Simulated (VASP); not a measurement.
# Al8H in VASP: further runs

Runs on Al8H. Level: PBE. Tasks: relaxation of the atoms.

All numbers are computed with VASP 6.6.1; they aren't measurements. Logs are shortened: lines on timing, memory, paths and dates and some standing lists are left out, and cuts for length are marked.

### 1 The cell of the first run

The cell holds a slab with vacuum, 9 atoms: a = 2.854 Å, b = 2.854 Å, c = 31.975 Å, α = 90.00°, β = 90.00°, γ = 120.00°.

### 2 Relaxation of the atoms, PBE

Input file INCAR:

```
SYSTEM = Al8H
PREC = Accurate
ENCUT = 520
EDIFF = 1E-7
ISMEAR = 0
SIGMA = 0.1
LREAL = .FALSE.
LASPH = .TRUE.
NELM = 100
ALGO = Normal
ISIF = 2
LWAVE = .FALSE.
LCHARG = .FALSE.
LDIPOL = .TRUE.
IDIPOL = 3
DIPOL = 0.5 0.5 0.407
GGA = PE
IBRION = 2
NSW = 50
EDIFFG = -0.025
```

Input file KPOINTS:

```
regular mesh
0
G
  9 9 1
  0 0 0
```

Input file POSCAR:

```
Al8H
1.0
    2.8535431553      0.0000000000      0.0000000000
   -1.4267715776      2.4712408633      0.0000000000
    0.0000000000      0.0000000000     31.9749291745
Al H
8 1
Selective dynamics
Direct
    0.3333333333      0.6666666667      0.1250980097  F F F
    0.0000000000      0.0000000000      0.1984481219  F F F
    0.6666666667      0.3333333333      0.2717982342  F F F
    0.0000000000      0.0000000000      0.3451483464  F F F
    0.3333333333      0.6666666667      0.4179223923  F F F
    0.0000000000      0.0000000000      0.4916598226  F F F
    0.6666666667      0.3333333333      0.5654146322  F F F
    0.0000000000      0.0000000000      0.6403432221  T T T
    0.3333333333      0.6666666667      0.6076950283  F F T
```

Potentials or basis: VASP PAW PBE potentials, release 64 (Al, H).

The run is started by

```
$ cat potpaw_PBE.64/Al/POTCAR potpaw_PBE.64/H/POTCAR > POTCAR
$ mpirun -np 1 vasp_std > vasp.out
```

OUTCAR:

```text
SYSTEM = Al8H
   PREC = Accurate
   ENCUT = 520
   EDIFF = 1E-7
   ISMEAR = 0
   LREAL = .FALSE.
   LASPH = .TRUE.
   NELM = 100
   ISIF = 2
   GGA = PE
   IBRION = 2
   NSW = 50
   EDIFFG = -0.025

 ion  position               nearest neighbor table
   1  0.333  0.667  0.125-   2 2.87   2 2.87   2 2.87
   2  0.000  0.000  0.198-   1 2.87   1 2.87   1 2.87   3 2.87   3 2.87   3 2.87
   3  0.667  0.333  0.272-   4 2.87   4 2.87   4 2.87   2 2.87   2 2.87   2 2.87
   4  0.000  0.000  0.345-   5 2.85   5 2.85   5 2.85   3 2.87   3 2.87   3 2.87
   5  0.333  0.667  0.418-   4 2.85   4 2.85   4 2.85   6 2.88   6 2.88   6 2.88
   6  0.000  0.000  0.492-   5 2.88   5 2.88   5 2.88   7 2.88   7 2.88   7 2.88
   7  0.667  0.333  0.565-   6 2.88   6 2.88   6 2.88   8 2.91   8 2.91   8 2.91
   8  0.000  0.000  0.640-   9 1.95   9 1.95   9 1.95   7 2.91   7 2.91   7 2.91
   9  0.333  0.667  0.608-   8 1.95   8 1.95   8 1.95

  LATTYP: Found a hexagonal cell.
 ALAT       =     2.8535431553
 C/A-ratio  =    11.2053427736

  Lattice vectors:

 A1 = (   2.8535431553,   0.0000000000,   0.0000000000)
 A2 = (  -1.4267715776,   2.4712408633,   0.0000000000)
 A3 = (   0.0000000000,   0.0000000000,  31.9749291745)

Analysis of symmetry for initial positions (statically):
=====================================================================
 Subroutine PRICEL returns:
 Original cell was already a primitive cell.

 Routine SETGRP: Setting up the symmetry group for a
 hexagonal supercell.

 Subroutine GETGRP returns: Found  6 space group operations
 (whereof  6 operations were pure point group operations)
 out of a pool of 24 trial point group operations.

The static configuration has the point symmetry C_3v.

Analysis of symmetry for dynamics (positions and initial velocities):
=====================================================================
 Subroutine PRICEL returns:
 Original cell was already a primitive cell.

 Routine SETGRP: Setting up the symmetry group for a
 hexagonal supercell.

 Subroutine GETGRP returns: Found  6 space group operations
 (whereof  6 operations were pure point group operations)
 out of a pool of 24 trial point group operations.

The dynamic configuration has the point symmetry C_3v.

Analysis of constrained symmetry for selective dynamics:
=====================================================================
 Subroutine PRICEL returns:
 Original cell was already a primitive cell.

 Routine SETGRP: Setting up the symmetry group for a
 hexagonal supercell.

 Subroutine GETGRP returns: Found  6 space group operations
 (whereof  6 operations were pure point group operations)
 out of a pool of 24 trial point group operations.

The constrained configuration has the point symmetry C_3v.

 Subroutine INISYM returns: Found  6 space group operations
 (whereof  6 operations are pure point group operations),
 and found     1 'primitive' translations

----------------------------------------------------------------------------------------

                                     Primitive cell

  volume of cell :     225.4806

  direct lattice vectors                    reciprocal lattice vectors
     2.853543155  0.000000000  0.000000000     0.350441520  0.202327506  0.000000000
    -1.426771578  2.471240863  0.000000000     0.000000000  0.404655012  0.000000000
     0.000000000  0.000000000 31.974929175     0.000000000  0.000000000  0.031274502

  length of vectors
     2.853543155  2.853543155 31.974929175     0.404655012  0.404655012  0.031274502

  position of ions in fractional coordinates (direct lattice)
     0.333333333  0.666666667  0.125098010
     0.000000000  0.000000000  0.198448122
     0.666666667  0.333333333  0.271798234
     0.000000000  0.000000000  0.345148346
     0.333333333  0.666666667  0.417922392
     0.000000000  0.000000000  0.491659823
[... 51 lines left out ...]
  0.333333  0.111111  0.000000     12.000000
  0.444444  0.111111  0.000000      6.000000
  0.222222  0.222222  0.000000      6.000000
  0.333333  0.222222  0.000000     12.000000
  0.333333  0.333333  0.000000      2.000000
   k-points           NKPTS =     12   k-points in BZ     NKDIM =     12   number of bands    NBANDS=     17
   number of dos      NEDOS =    301   number of ions     NIONS =      9
   total plane-waves  NPLWV = 138240
   dimension x,y,z NGX =    24 NGY =   24 NGZ =  240
   dimension x,y,z NGXF=    48 NGYF=   48 NGZF=  480
   ions per type =               8   1
   NGX,Y,Z   is equivalent  to a cutoff of  13.98, 13.98, 12.48 a.u.
   NGXF,Y,Z  is equivalent  to a cutoff of  27.96, 27.96, 24.96 a.u.
 SYSTEM =  Al8H
   PREC   = accura    normal or accurate (medium, high low for compatibility)
   ISTART =      0    job   : 0-new  1-cont  2-samecut
   ICHARG =      2    charge: 1-file 2-atom 10-const
   ISPIN  =      1    spin polarized calculation?
   LNONCOLLINEAR =      F non collinear calculations
   LSORBIT =      F    spin-orbit coupling
   LASPH  =      T    aspherical Exc in radial PAW
   ENCUT  =  520.0 eV  38.22 Ry    6.18 a.u.   5.31  5.31 59.45*2*pi/ulx,y,z
   NELM   =    100;   NELMIN=  2; NELMDL= -5     # of ELM steps
   EDIFF  = 0.1E-06   stopping-criterion for ELM
   LREAL  =      F    real-space projection
   EDIFFG = -.3E-01   stopping-criterion for IOM
   NSW    =     50    number of steps for IOM
   IBRION =      2    ionic relax: 0-MD 1-quasi-New 2-CG
   NFREE  =      1    steps in history (QN), initial steepest desc. (CG)
   ISIF   =      2    stress and relaxation
   ISYM   =      2    0-nonsym 1-usesym 2-fastsym
   POTIM  = 0.5000    time-step for ionic-motion
   TEBEG  =    0.0;   TEEND  =   0.0 temperature during run
   PSTRESS=    0.0 pullay stress
   NELECT =      25.0000    total number of electrons
   NUPDOWN=      -1.0000    fix difference up-down
   EMIN   =  10.00;   EMAX   =-10.00  energy-range for DOS
   EFERMI =   0.00;   METHOD = LEGACY
   ISMEAR =     0;   SIGMA  =   0.10  broadening in eV -4-tet -1-fermi 0-gaus
   EFERMI_NEDOS =   21; number of points for ismear=-14 and -15
   IALGO  =     38    algorithm
   IMIX   =      4    mixing-type and parameters
     AMIX     =   0.40;   BMIX     =  1.00
     AMIX_MAG =   1.60;   BMIX_MAG =  1.00
  volume/ion in A,a.u.               =      25.05       169.07
  Fermi-wavevector in a.u.,A,eV,Ry     =   0.786475  1.486223  8.415795  0.618544
  Thomas-Fermi vector in A             =   1.891021
   LORBIT       =      0    0 simple, 1 ext, 2 COOP (PROOUT), +10 PAW based schemes
   GGA     = PE    functional components
   LHFCALC =     F    Hartree Fock is set to
   AEXX    =    0.0000 exact exchange contribution
   IVDW    =     0    specifies the selected vdW correction
   LEPSILON=     F    determine dielectric tensor
   LRPA    =     F    only Hartree local field effects (RPA)
 conjugate gradient relaxation of ions
 non-spin polarized calculation
 Gauss-broadening in eV      SIGMA  =   0.10
  energy-cutoff  :      520.00
  volume of cell :      225.48
 maximum number of plane-waves:      6109
 NGX is ok and might be reduce to    24
   NGX = 11   NGY = 11   NGZ =119

--------------------------------------- Ionic step        1  -------------------------------------------

 number of electron      25.0000000 magnetization

 Free energy of the ion-electron system (eV)
  ---------------------------------------------------
  ext. energy  EPLUGINS =         0.00000000
  ---------------------------------------------------
  free energy    TOTEN  =       -31.68828174 eV

  energy without entropy =      -31.66201648  energy(sigma->0) =      -31.67514911

------------------------ aborting loop because EDIFF is reached ----------------------------------------

  FORCE on cell =-STRESS in cart. coord.  units (eV):
  Direction    XX          YY          ZZ          XY          YZ          ZX
  --------------------------------------------------------------------------------------
  -------------------------------------------------------------------------------------
  Total       -0.9796185     -0.9796185      2.4612013     -0.0000000      0.0000000      0.0000000
  in kB       -6.9607890     -6.9607890     17.4883407     -0.0000000      0.0000000      0.0000000
  external PRESSURE =       1.1889209 kB  Pullay stress =       0.0000000 kB
[... 110 lines left out ...]
  FREE ENERGIE OF THE ION-ELECTRON SYSTEM (eV)
  ---------------------------------------------------
  free  energy   TOTEN  =       -31.8012980240 eV

  energy  without entropy=      -31.7774113507  energy(sigma->0) =      -31.78935469

 vacuum level on the upper side and lower side of the slab       (xc-potential included)        -0.207         0.007

[... ionic steps 4 to 8 ...]

--------------------------------------- Ionic step        9  -------------------------------------------

 number of electron      24.9999999 magnetization

------------------------ aborting loop because EDIFF is reached ----------------------------------------
[... 75 lines left out ...]
  FREE ENERGIE OF THE ION-ELECTRON SYSTEM (eV)
  ---------------------------------------------------
  free  energy   TOTEN  =       -31.8205798608 eV

  energy  without entropy=      -31.7951485841  energy(sigma->0) =      -31.80786422

 dipolmoment           0.000000      0.000000      0.004489 electrons x Angstroem

--------------------------------------- Ionic step       11  -------------------------------------------

 number of electron      25.0000000 magnetization

 dipolmoment           0.000000      0.000000     -0.005168 electrons x Angstroem

 Free energy of the ion-electron system (eV)
  ---------------------------------------------------
  ext. energy  EPLUGINS =         0.00000000
  ---------------------------------------------------
  free energy    TOTEN  =       -31.82158553 eV

  energy without entropy =      -31.79868977  energy(sigma->0) =      -31.81013765

 E-fermi :   3.1840     XC(G=0):  -6.6893

 val. band max:        3.1806318095   @ k =   0.3333   0.0000   0.0000
 cond. band min:       3.2496377032   @ k =   0.4444   0.0000   0.0000
 fundamental gap:      0.0690058937
 Fermi energy:         3.1839722272

 k-point     1 :       0.0000    0.0000    0.0000
  band No.  band energies     occupation
      1      -8.4383      2.00000
      2      -7.8173      2.00000
      3      -7.3519      2.00000
      4      -6.6871      2.00000
      5      -5.8162      2.00000
      6      -4.7936      2.00000
[... 219 lines left out ...]
      6       0.3106      2.00000
[... 9 lines left out ...]
     16       2.7766      2.00000
     17       2.8199      2.00000

------------------------ aborting loop because EDIFF is reached ----------------------------------------

 vacuum level on the upper side and lower side of the slab       (xc-potential included)        -0.211        -0.100

  FORCE on cell =-STRESS in cart. coord.  units (eV):
  Direction    XX          YY          ZZ          XY          YZ          ZX
  --------------------------------------------------------------------------------------
  -------------------------------------------------------------------------------------
  Total       -1.9201242     -1.9201242      0.4159305     -0.0000000      0.0000000      0.0000000
  in kB      -13.6436570    -13.6436570      2.9554406     -0.0000000      0.0000000      0.0000000
  external PRESSURE =      -8.1106245 kB  Pullay stress =       0.0000000 kB
[... 24 lines left out ...]
  FREE ENERGIE OF THE ION-ELECTRON SYSTEM (eV)
  ---------------------------------------------------
  free  energy   TOTEN  =       -31.8215855348 eV

  energy  without entropy=      -31.7986897726  energy(sigma->0) =      -31.81013765

 reached required accuracy - stopping structural energy minimisation

 vacuum level on the upper side and lower side of the slab         7.006         7.116
```

Run time: 15 min. Hardware: 1 thread of Intel Xeon Platinum 8259CL at 2.50GHz (Skylake/Cascade Lake), shared host; peak memory 0.39 GiB.

Results:

```yaml
Free_energy: -31.8216 eV
Energy_gained_by_relaxing: 14.8 meV/atom
Ionic_steps: 11
```

The path:
| step | energy change (eV) | largest force on free atoms (eV/Å) | pressure (GPa) |
| --- | --- | --- | --- |
| 1 | 0.0000 | 0.9012 | 0.12 |
| 2 | -0.0385 | 0.7913 | -0.04 |
| 3 | -0.1130 | 0.3232 | -0.47 |
| 4 | -0.1135 | 0.1994 | -1.02 |
| 5 | -0.1291 | 0.0656 | -0.85 |
| 6 | -0.1306 | 0.0410 | -0.75 |
| 7 | -0.1307 | 0.0431 | -0.77 |
| 8 | -0.1309 | 0.0417 | -0.77 |
| 9 | -0.1314 | 0.0376 | -0.78 |
| 10 | -0.1323 | 0.0300 | -0.79 |
| 11 | -0.1333 | 0.0180 | -0.81 |

Final structure:
```
CELL_PARAMETERS angstrom
2.85354 0.00000 0.00000
-1.42677 2.47124 0.00000
0.00000 0.00000 31.97493
ATOMIC_POSITIONS crystal
Al 0.33333 0.66667 0.12510
Al 0.00000 0.00000 0.19845
Al 0.66667 0.33333 0.27180
Al 0.00000 0.00000 0.34515
Al 0.33333 0.66667 0.41792
Al 0.00000 0.00000 0.49166
Al 0.66667 0.33333 0.56541
Al 0.00000 0.00000 0.65029
H 0.33333 0.66667 0.60876
```

Caveat: the highest band is partly filled, so the run has too few bands.

### 3 Relaxation of the atoms, PBE

Input file INCAR:

```
ALGO = Normal
DIPOL = 0.5 0.5 0.407
EDIFF = 1E-6
EDIFFG = -0.025
ENCUT = 520
GGA = PE
IBRION = 2
IDIPOL = 3
ISIF = 2
ISMEAR = 0
LASPH = True
LCHARG = False
LDIPOL = True
LREAL = False
LWAVE = False
NELM = 100
NSW = 50
PREC = Accurate
SIGMA = 0.1
```

Input file KPOINTS:

```
k-points
0
Gamma
  9 9 1
```

POSCAR: that of step 2 with these lines changed.

```diff
@@ -17,2 +17,2 @@
     0.0000000000      0.0000000000      0.6403432221  T T T
-    0.3333333333      0.6666666667      0.6076950283  F F T
+    0.6666666667      0.3333333333      0.6108224786  F F T
```

Potentials or basis: VASP PAW PBE potentials, release 64 (Al, H).

The run is started by

```
$ cat potpaw_PBE.64/Al/POTCAR potpaw_PBE.64/H/POTCAR > POTCAR
$ mpirun -np 1 vasp_std > vasp.out
```

Wall time 16 min (1 thread of Intel Xeon Platinum 8259CL at 2.50GHz (Skylake/Cascade Lake), shared host); peak memory 0.39 GiB.

It converged, with:

```yaml
Free_energy: -31.9104 eV
Energy_gained_by_relaxing: 76.2 meV/atom
Ionic_steps: 12
```

The path:
```tsv
step	energy change (eV)	largest force on free atoms (eV/Å)	pressure (GPa)
1	0.0000	3.1852	1.40
2	-0.3275	0.9159	0.81
3	-0.3870	0.9822	0.64
4	-0.3866	1.0959	0.48
5	-0.4019	1.0507	0.53
6	-0.4663	0.9065	0.32
7	-0.5976	0.4823	-0.11
8	-0.6705	0.0851	-0.78
9	-0.6847	0.0859	-0.81
10	-0.6842	0.0898	-0.78
11	-0.6853	0.0548	-0.80
12	-0.6859	0.0057	-0.84
```

Final structure:
```yaml
crystal:
  lattice:
    - [2.85354, 0.00000, 0.00000]
    - [-1.42677, 2.47124, 0.00000]
    - [0.00000, 0.00000, 31.97493]
  atoms:
    - { symbol: Al, position: [0.33333, 0.66667, 0.12510] }
    - { symbol: Al, position: [0.00000, 0.00000, 0.19845] }
    - { symbol: Al, position: [0.66667, 0.33333, 0.27180] }
    - { symbol: Al, position: [0.00000, 0.00000, 0.34515] }
    - { symbol: Al, position: [0.33333, 0.66667, 0.41792] }
    - { symbol: Al, position: [0.00000, 0.00000, 0.49166] }
    - { symbol: Al, position: [0.66667, 0.33333, 0.56541] }
    - { symbol: Al, position: [0.00000, 0.00000, 0.66238] }
    - { symbol: H, position: [0.66667, 0.33333, 0.62365] }
```

Levels at points of the mesh, in eV from the Fermi level:
```
           k point  band 8  band 9  band 10  band 11  band 12  band 13  band 14  band 15
(0.00, 0.00, 0.00)   -5.69   -4.55    -3.20    -1.58     0.16     1.75     2.89     3.58
```

Caveat: the highest band is partly filled, so the run has too few bands.
